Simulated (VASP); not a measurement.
Runs of VASP 6.6.1 on Si. The structure is that of space group Fd-3m (No. 227), or close to it. The cells are those of the table. 

```tsv
task	level	cell	cutoff (eV)	gap on the mesh (eV)	pressure (GPa)	relaxed volume (Å³/atom)
relaxation of cell and atoms	r2SCAN+D4	relaxed from a = 3.838 Å, angles 60.0°, 2 atoms	550	(a)	0.0	19.97
single point	r2SCAN+D4	a = 3.839 Å, angles 60.0°, 2 atoms	550	0.92	-0.2	-
single point	RPBE	a = 3.891 Å, angles 60.0°, 2 atoms	500	(b)	-0.2	-
relaxation of cell and atoms	revPBE+D3(BJ)	relaxed from a = 3.838 Å, angles 60.0°, 2 atoms	500	0.70	0.0	19.59
single point	revPBE+D3(BJ)	a = 3.815 Å, angles 60.0°, 2 atoms	500	0.71	-0.2	-
```

Alike in all rows: potentials or basis VASP PAW PBE potentials, release 64 (Si); no spin polarisation; k mesh 6 × 6 × 6; smearing gaussian 0.01 eV.

Question: Fill in the values left out.

Answer: (a) 0.91; (b) 0.84.

Caveats: the PAW data sets were made with another functional, which shifts forces and pressure a little.

A k mesh can miss the band edges.
